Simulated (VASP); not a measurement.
# As in VASP: further runs

The runs below take As through single point, with PBE.

Program: VASP 6.6.1. These are calculated values, not measurements. Logs are shortened: lines on timing, memory, paths and dates and some standing lists are left out, and cuts for length are marked.

### Step 1. The cell of the first run

The cell holds a slab with vacuum, 2 atoms: a = 3.439 Å, b = 3.439 Å, c = 28.000 Å, α = 90.00°, β = 90.00°, γ = 120.00°.

### Step 2. Single point, PBE

File INCAR:

```
SYSTEM = As
PREC = Accurate
ENCUT = 520
EDIFF = 1E-6
ISMEAR = 0
SIGMA = 0.02
LREAL = .False.
LASPH = .True.
NELM = 100
ALGO = Normal
ISIF = 2
LWAVE = .False.
LCHARG = .True.
LDIPOL = .True.
IDIPOL = 3
DIPOL = 0.5 0.5 0.500
GGA = PE
LELF = .True.
LVHAR = .True.
LVACPOTAV = .True.
NBANDS = 12
```

File KPOINTS:

```
Automatic mesh
0
Gamma
  9 9 1
  0 0 0
```

File POSCAR:

```
As
1.0
    3.4390000000      0.0000000000      0.0000000000
   -1.7195000000      2.9782613636      0.0000000000
    0.0000000000      0.0000000000     28.0000000000
As
2
Direct
    0.3333333333      0.6666666667      0.5319285714
    0.6666666667      0.3333333333      0.4680714286
```

Potentials or basis: VASP PAW PBE potentials, release 64 (As).

The run is started by

```console
> cat potpaw_PBE.64/As/POTCAR > POTCAR
> mpirun -np 1 vasp_std > vasp.out
```

OUTCAR:

```text
SYSTEM = As
   PREC = Accurate
   ENCUT = 520
   EDIFF = 1E-6
   ISMEAR = 0
   LREAL = .False.
   LASPH = .True.
   NELM = 100
   ISIF = 2
   GGA = PE

 ion  position               nearest neighbor table
   1  0.333  0.667  0.532-   2 2.67   2 2.67   2 2.67
   2  0.667  0.333  0.468-   1 2.67   1 2.67   1 2.67

  LATTYP: Found a hexagonal cell.
 ALAT       =     3.4390000000
 C/A-ratio  =     8.1419017156

  Lattice vectors:

 A1 = (   3.4390000000,   0.0000000000,   0.0000000000)
 A2 = (  -1.7195000000,   2.9782613636,   0.0000000000)
 A3 = (   0.0000000000,   0.0000000000,  28.0000000000)

Analysis of symmetry for initial positions (statically):
=====================================================================
 Subroutine PRICEL returns:
 Original cell was already a primitive cell.

 Routine SETGRP: Setting up the symmetry group for a
 hexagonal supercell.

 Subroutine GETGRP returns: Found 12 space group operations
 (whereof 12 operations were pure point group operations)
 out of a pool of 24 trial point group operations.

The static configuration has the point symmetry D_3d.

Analysis of symmetry for dynamics (positions and initial velocities):
=====================================================================
 Subroutine PRICEL returns:
 Original cell was already a primitive cell.

 Routine SETGRP: Setting up the symmetry group for a
 hexagonal supercell.

 Subroutine GETGRP returns: Found 12 space group operations
 (whereof 12 operations were pure point group operations)
 out of a pool of 24 trial point group operations.

The dynamic configuration has the point symmetry D_3d.

 Subroutine INISYM returns: Found 12 space group operations
 (whereof 12 operations are pure point group operations),
 and found     1 'primitive' translations

----------------------------------------------------------------------------------------

                                     Primitive cell

  volume of cell :     286.7827

  direct lattice vectors                    reciprocal lattice vectors
     3.439000000  0.000000000  0.000000000     0.290782204  0.167883184  0.000000000
    -1.719500000  2.978261364  0.000000000     0.000000000  0.335766368  0.000000000
     0.000000000  0.000000000 28.000000000     0.000000000  0.000000000  0.035714286

  length of vectors
     3.439000000  3.439000000 28.000000000     0.335766368  0.335766368  0.035714286

  position of ions in fractional coordinates (direct lattice)
     0.333333333  0.666666667  0.531928571
     0.666666667  0.333333333  0.468071429

  ion indices of the primitive-cell ions
   primitive index   ion index
                 1           1
                 2           2

----------------------------------------------------------------------------------------

 KPOINTS: Automatic mesh

Automatic generation of k-mesh.
 Grid dimensions read from file:
 generate k-points for:    9    9    1

 Generating k-lattice:

  Cartesian coordinates                     Fractional coordinates (reciprocal lattice)
     0.032309134  0.018653687  0.000000000     0.111111111  0.000000000  0.000000000
     0.000000000  0.037307374  0.000000000     0.000000000  0.111111111  0.000000000
     0.000000000  0.000000000  0.035714286     0.000000000  0.000000000  1.000000000

  Length of vectors
     0.037307374  0.037307374  0.035714286

  Shift w.r.t. Gamma in fractional coordinates (k-lattice)
     0.000000000  0.000000000  0.000000000

 Subroutine IBZKPT returns following result:
 ===========================================

 Found     12 irreducible k-points:

 Following reciprocal coordinates:
            Coordinates               Weight
  0.000000  0.000000  0.000000      1.000000
  0.111111  0.000000  0.000000      6.000000
  0.222222 -0.000000  0.000000      6.000000
  0.333333 -0.000000  0.000000      6.000000
  0.444444 -0.000000  0.000000      6.000000
  0.111111  0.111111  0.000000      6.000000
  0.222222  0.111111  0.000000     12.000000
  0.333333  0.111111  0.000000     12.000000
  0.444444  0.111111  0.000000      6.000000
  0.222222  0.222222  0.000000      6.000000
  0.333333  0.222222  0.000000     12.000000
  0.333333  0.333333  0.000000      2.000000
   k-points           NKPTS =     12   k-points in BZ     NKDIM =     12   number of bands    NBANDS=     12
   number of dos      NEDOS =    301   number of ions     NIONS =      2
   total plane-waves  NPLWV = 164640
   dimension x,y,z NGX =    28 NGY =   28 NGZ =  210
   dimension x,y,z NGXF=    56 NGYF=   56 NGZF=  420
   ions per type =               2
   NGX,Y,Z   is equivalent  to a cutoff of  13.54, 13.54, 12.47 a.u.
   NGXF,Y,Z  is equivalent  to a cutoff of  27.07, 27.07, 24.94 a.u.
 SYSTEM =  As
   PREC   = accura    normal or accurate (medium, high low for compatibility)
   ISTART =      0    job   : 0-new  1-cont  2-samecut
   ICHARG =      2    charge: 1-file 2-atom 10-const
   ISPIN  =      1    spin polarized calculation?
   LNONCOLLINEAR =      F non collinear calculations
   LSORBIT =      F    spin-orbit coupling
   LASPH  =      T    aspherical Exc in radial PAW
   ENCUT  =  520.0 eV  38.22 Ry    6.18 a.u.   6.39  6.39 52.06*2*pi/ulx,y,z
   NELM   =    100;   NELMIN=  2; NELMDL= -5     # of ELM steps
   EDIFF  = 0.1E-05   stopping-criterion for ELM
   LREAL  =      F    real-space projection
   EDIFFG = 0.1E-04   stopping-criterion for IOM
   NSW    =      0    number of steps for IOM
   IBRION =     -1    ionic relax: 0-MD 1-quasi-New 2-CG
   NFREE  =      0    steps in history (QN), initial steepest desc. (CG)
   ISIF   =      2    stress and relaxation
   ISYM   =      2    0-nonsym 1-usesym 2-fastsym
   POTIM  = 0.5000    time-step for ionic-motion
   TEBEG  =    0.0;   TEEND  =   0.0 temperature during run
   PSTRESS=    0.0 pullay stress
   NELECT =      10.0000    total number of electrons
   NUPDOWN=      -1.0000    fix difference up-down
   EMIN   =  10.00;   EMAX   =-10.00  energy-range for DOS
   EFERMI =   0.00;   METHOD = LEGACY
   ISMEAR =     0;   SIGMA  =   0.02  broadening in eV -4-tet -1-fermi 0-gaus
   EFERMI_NEDOS =   21; number of points for ismear=-14 and -15
   IALGO  =     38    algorithm
   IMIX   =      4    mixing-type and parameters
     AMIX     =   0.40;   BMIX     =  1.00
     AMIX_MAG =   1.60;   BMIX_MAG =  1.00
  volume/ion in A,a.u.               =     143.39       967.65
  Fermi-wavevector in a.u.,A,eV,Ry     =   0.534840  1.010701  3.891998  0.286054
  Thomas-Fermi vector in A             =   1.559430
   LORBIT       =      0    0 simple, 1 ext, 2 COOP (PROOUT), +10 PAW based schemes
   GGA     = PE    functional components
   LHFCALC =     F    Hartree Fock is set to
   AEXX    =    0.0000 exact exchange contribution
   IVDW    =     0    specifies the selected vdW correction
   LEPSILON=     F    determine dielectric tensor
   LRPA    =     F    only Hartree local field effects (RPA)
 non-spin polarized calculation
 Gauss-broadening in eV      SIGMA  =   0.02
  energy-cutoff  :      520.00
  volume of cell :      286.78
 maximum number of plane-waves:      7779
 NGX is ok and might be reduce to    28
   NGX = 13   NGY = 13   NGZ =105

 number of electron      10.0000000 magnetization

 number of electron       9.9999999 magnetization

 dipolmoment           0.000000      0.000000     -0.000000 electrons x Angstroem

 Free energy of the ion-electron system (eV)
  ---------------------------------------------------
  ext. energy  EPLUGINS =         0.00000000
  ---------------------------------------------------
  free energy    TOTEN  =        -8.62422314 eV

  energy without entropy =       -8.62422314  energy(sigma->0) =       -8.62422314

 E-fermi :  -2.4478     XC(G=0):  -2.0507

 val. band max:       -2.5752199354   @ k =   0.3333  -0.0000   0.0000
 cond. band min:      -2.3436109845   @ k =   0.3333   0.2222   0.0000
 fundamental gap:      0.2316089509
 Fermi energy:        -2.4477856313

 k-point     1 :       0.0000    0.0000    0.0000
  band No.  band energies     occupation
      1     -16.4972      2.00000
      2     -12.0574      2.00000
      3      -5.4515      2.00000
      4      -1.8801      0.00000
      5      -1.8801      0.00000
      6      -0.8786      0.00000
      7       0.4664      0.00000
      8       0.4664      0.00000
      9       1.0831      0.00000
     10       1.3191      0.00000
     11       1.5321      0.00000
     12       1.9460      0.00000

 k-point     2 :       0.1111    0.0000    0.0000
  band No.  band energies     occupation
      1     -16.3196      2.00000
      2     -11.9548      2.00000
      3      -5.3174      2.00000
      4      -3.4214      2.00000
      5      -2.2853      0.00000
      6      -0.5177      0.00000
      7      -0.0020      0.00000
      8       0.6118      0.00000
      9       1.3104      0.00000
     10       1.6463      0.00000
     11       1.7457      0.00000
     12       2.2316      0.00000

 k-point     3 :       0.2222   -0.0000    0.0000
  band No.  band energies     occupation
      1     -15.7979      2.00000
      2     -11.7205      2.00000
      3      -5.4747      2.00000
      4      -5.0006      2.00000
      5      -3.0183      2.00000
      6      -1.7636      0.00000
      7       0.3155      0.00000
      8       0.6279      0.00000
      9       1.8882      0.00000
     10       2.0322      0.00000
     11       2.3651      0.00000
     12       2.6876      0.00000
[... 106 lines left out ...]
 k-point    11 :       0.3333    0.2222    0.0000
  band No.  band energies     occupation
      1     -13.6173      2.00000
      2     -12.2256      2.00000
      3      -7.0141      2.00000
      4      -6.1596      2.00000
      5      -5.3721      2.00000
      6      -2.3436      0.00000
      7      -0.9603      0.00000
      8       0.1241      0.00000
      9       4.1007      0.00000
     10       4.4944      0.00000
     11       5.2108      0.00000
     12       5.3057      0.00000

 k-point    12 :       0.3333    0.3333    0.0000
  band No.  band energies     occupation
      1     -12.8350      2.00000
      2     -12.8350      2.00000
      3      -7.1869      2.00000
      4      -5.8811      2.00000
      5      -5.8811      2.00000
      6      -2.8619      2.00000
      7      -0.3537      0.00000
      8      -0.3537      0.00000
      9       4.0744      0.00000
     10       5.6642      0.00000
     11       5.6642      0.00000
     12       6.1100      0.00000

------------------------ aborting loop because EDIFF is reached ----------------------------------------

  FORCE on cell =-STRESS in cart. coord.  units (eV):
  Direction    XX          YY          ZZ          XY          YZ          ZX
  --------------------------------------------------------------------------------------
  -------------------------------------------------------------------------------------
  Total       -0.3332242     -0.3332242     -4.6402800      0.0000000      0.0000000      0.0000000
  in kB       -1.8616334     -1.8616334    -25.9239845      0.0000000      0.0000000      0.0000000
  external PRESSURE =      -9.8824171 kB  Pullay stress =       0.0000000 kB

 VOLUME and BASIS-vectors are now :
 -----------------------------------------------------------------------------
  energy-cutoff  :      520.00
  volume of cell :      286.78
      direct lattice vectors                 reciprocal lattice vectors
     3.439000000  0.000000000  0.000000000     0.290782204  0.167883184  0.000000000
    -1.719500000  2.978261364  0.000000000     0.000000000  0.335766368  0.000000000
     0.000000000  0.000000000 28.000000000     0.000000000  0.000000000  0.035714286

 POSITION                                       TOTAL-FORCE (eV/Angst)
 -----------------------------------------------------------------------------------
     -0.00000      1.98551     14.89400        -0.000000      0.000000     -2.594497
      1.71950      0.99275     13.10600         0.000000     -0.000000      2.594497
 -----------------------------------------------------------------------------------
    total drift:                                0.000000     -0.000000      0.000000

  FREE ENERGIE OF THE ION-ELECTRON SYSTEM (eV)
  ---------------------------------------------------
  free  energy   TOTEN  =        -8.6242231407 eV

  energy  without entropy=       -8.6242231407  energy(sigma->0) =       -8.62422314

 vacuum level on the upper side and lower side of the slab         1.414         1.414
```

It took 1.7 min on 1 thread of Intel Xeon Platinum 8488C (Sapphire Rapids), shared host; peak memory 0.4 GiB.

What came out:

```yaml
Free_energy: -8.6242 eV
Largest_force: 2.594 eV/Å
Band_gap_on_the_k_mesh: zero (band 5 reaches -1.88 eV, above the bottom of band 6 at -2.86 eV)
```

Forces in eV/Å, atoms in the order of the input:
```
As   0.000  0.000 -2.594
As   0.000  0.000  2.594
```

### Step 3. Single point, PBE

This run uses another cell than the first one, of 158.18 Å³/atom, 1.103 times its volume.

File INCAR:

```
SYSTEM = As
ALGO = Normal ; DIPOL = 0.5 0.5 0.500
EDIFF = 1E-6 ; ENCUT = 520
GGA = PE ; IDIPOL = 3
ISIF = 2 ; ISMEAR = 0
LASPH = .TRUE. ; LCHARG = .TRUE.
LDIPOL = .TRUE. ; LELF = .TRUE.
LREAL = .FALSE. ; LVACPOTAV = .TRUE.
LVHAR = .TRUE. ; LWAVE = .FALSE.
NBANDS = 12 ; NELM = 100
PREC = Accurate ; SIGMA = 0.02
```

File KPOINTS:

```
k-points
0
G
  9 9 1
  0 0 0
```

File POSCAR:

```
As
1.0
    3.6120000000      0.0000000000      0.0000000000
   -1.8060000000      3.1280837585      0.0000000000
    0.0000000000      0.0000000000     28.0000000000
As
2
Direct
    0.3333333333      0.6666666667      0.5319285714
    0.6666666667      0.3333333333      0.4680714286
```

Potentials or basis: VASP PAW PBE potentials, release 64 (As).

The run is started by

```console
> cat potpaw_PBE.64/As/POTCAR > POTCAR
> mpirun -np 1 vasp_std > vasp.out
```

OUTCAR:

```text
SYSTEM = As
   EDIFF = 1E-6
   ENCUT = 520
   GGA = PE
   ISIF = 2
   ISMEAR = 0
   LASPH = .TRUE.
   LREAL = .FALSE.
   NELM = 100
   PREC = Accurate

 ion  position               nearest neighbor table
   1  0.333  0.667  0.532-   2 2.75   2 2.75   2 2.75
   2  0.667  0.333  0.468-   1 2.75   1 2.75   1 2.75

  LATTYP: Found a hexagonal cell.
 ALAT       =     3.6120000000
 C/A-ratio  =     7.7519379845

  Lattice vectors:

 A1 = (   3.6120000000,   0.0000000000,   0.0000000000)
 A2 = (  -1.8060000000,   3.1280837585,   0.0000000000)
 A3 = (   0.0000000000,   0.0000000000,  28.0000000000)

Analysis of symmetry for initial positions (statically):
=====================================================================
 Subroutine PRICEL returns:
 Original cell was already a primitive cell.

 Routine SETGRP: Setting up the symmetry group for a
 hexagonal supercell.

 Subroutine GETGRP returns: Found 12 space group operations
 (whereof 12 operations were pure point group operations)
 out of a pool of 24 trial point group operations.

The static configuration has the point symmetry D_3d.

[... 164 lines left out ...]
      6      -1.3737      0.00000
      7      -0.1788      0.00000
      8      -0.1788      0.00000
      9       0.9598      0.00000
     10       1.0714      0.00000
     11       1.3470      0.00000
     12       1.6874      0.00000
[... 151 lines left out ...]
 k-point    12 :       0.3333    0.3333    0.0000
  band No.  band energies     occupation
      1     -12.8448      2.00000
      2     -12.8448      2.00000
      3      -6.7936      2.00000
      4      -5.7095      2.00000
      5      -5.7095      2.00000
      6      -2.6535      1.99999
      7      -0.5296      0.00000
      8      -0.5296      0.00000
      9       3.9315      0.00000
     10       5.1358      0.00000
     11       5.1358      0.00000
     12       5.5833      0.00000

------------------------ aborting loop because EDIFF is reached ----------------------------------------

  FORCE on cell =-STRESS in cart. coord.  units (eV):
  Direction    XX          YY          ZZ          XY          YZ          ZX
  --------------------------------------------------------------------------------------
  -------------------------------------------------------------------------------------
  Total       -1.4255293     -1.4255293     -6.0639113      0.0000000      0.0000000      0.0000000
  in kB       -7.2194246     -7.2194246    -30.7099619      0.0000000      0.0000000      0.0000000
  external PRESSURE =     -15.0496037 kB  Pullay stress =       0.0000000 kB

 VOLUME and BASIS-vectors are now :
 -----------------------------------------------------------------------------
  energy-cutoff  :      520.00
  volume of cell :      316.36
      direct lattice vectors                 reciprocal lattice vectors
     3.612000000  0.000000000  0.000000000     0.276854928  0.159842267  0.000000000
    -1.806000000  3.128083758  0.000000000     0.000000000  0.319684534  0.000000000
     0.000000000  0.000000000 28.000000000     0.000000000  0.000000000  0.035714286

 POSITION                                       TOTAL-FORCE (eV/Angst)
 -----------------------------------------------------------------------------------
     -0.00000      2.08539     14.89400         0.000000     -0.000000     -3.391073
      1.80600      1.04269     13.10600        -0.000000      0.000000      3.391073
 -----------------------------------------------------------------------------------
    total drift:                                0.000000     -0.000000      0.000000

  FREE ENERGIE OF THE ION-ELECTRON SYSTEM (eV)
  ---------------------------------------------------
  free  energy   TOTEN  =        -8.5334031756 eV

  energy  without entropy=       -8.5334031335  energy(sigma->0) =       -8.53340315

 vacuum level on the upper side and lower side of the slab         1.263         1.263
```

OSZICAR:

```text
N       E                     dE             d eps       ncg     rms          rms(c)
DAV:   1     0.583593409451E+02    0.58359E+02   -0.25952E+03   288   0.518E+02
DAV:   2    -0.215294334906E+01   -0.60512E+02   -0.52069E+02   472   0.839E+01
DAV:   3    -0.851053602547E+01   -0.63576E+01   -0.63399E+01   436   0.357E+01
DAV:   4    -0.861992262302E+01   -0.10939E+00   -0.10927E+00   332   0.539E+00
DAV:   5    -0.862139028125E+01   -0.14677E-02   -0.14676E-02   408   0.643E-01    0.226E+00
DAV:   6    -0.856607987117E+01    0.55310E-01   -0.59257E-02   336   0.111E+00    0.126E+00
DAV:   7    -0.853569265857E+01    0.30387E-01   -0.82433E-02   352   0.132E+00    0.185E-01
DAV:   8    -0.853352260233E+01    0.21701E-02   -0.51747E-03   344   0.401E-01    0.715E-02
DAV:   9    -0.853321195109E+01    0.31065E-03   -0.19525E-04   412   0.658E-02    0.443E-02
DAV:  10    -0.853276060890E+01    0.45134E-03   -0.36546E-04   320   0.695E-02    0.210E-02
DAV:  11    -0.853277904710E+01   -0.18438E-04   -0.23438E-04   332   0.575E-02    0.161E-02
DAV:  12    -0.853312187706E+01   -0.34283E-03   -0.62188E-05   352   0.350E-02    0.566E-03
DAV:  13    -0.853326098891E+01   -0.13911E-03   -0.11630E-05   372   0.153E-02    0.359E-03
DAV:  14    -0.853332969886E+01   -0.68710E-04   -0.19706E-06   392   0.593E-03    0.180E-03
DAV:  15    -0.853338490239E+01   -0.55204E-04   -0.35064E-06   368   0.572E-03    0.129E-03
DAV:  16    -0.853338319228E+01    0.17101E-05   -0.96501E-08   364   0.122E-03    0.769E-04
DAV:  17    -0.853340285941E+01   -0.19667E-04   -0.11637E-06   312   0.289E-03    0.105E-03
DAV:  18    -0.853340317558E+01   -0.31617E-06   -0.15960E-08   292   0.612E-04
   1 F= -.85334032E+01 E0= -.85334032E+01  d E =-.420751E-07
```

Run time: 62 s. Hardware: 1 thread of Intel Xeon Platinum 8124M at 3.00GHz (Skylake/Cascade Lake), shared host; peak memory 0.4 GiB.

What came out:

```yaml
Free_energy: -8.5334 eV
Largest_force: 3.391 eV/Å
Band_gap_on_the_k_mesh: zero (band 5 reaches -2.43 eV, above the bottom of band 6 at -2.65 eV)
```

Forces on the atoms (eV/Å):
```
As   0.000  0.000 -3.391
As   0.000  0.000  3.391
```
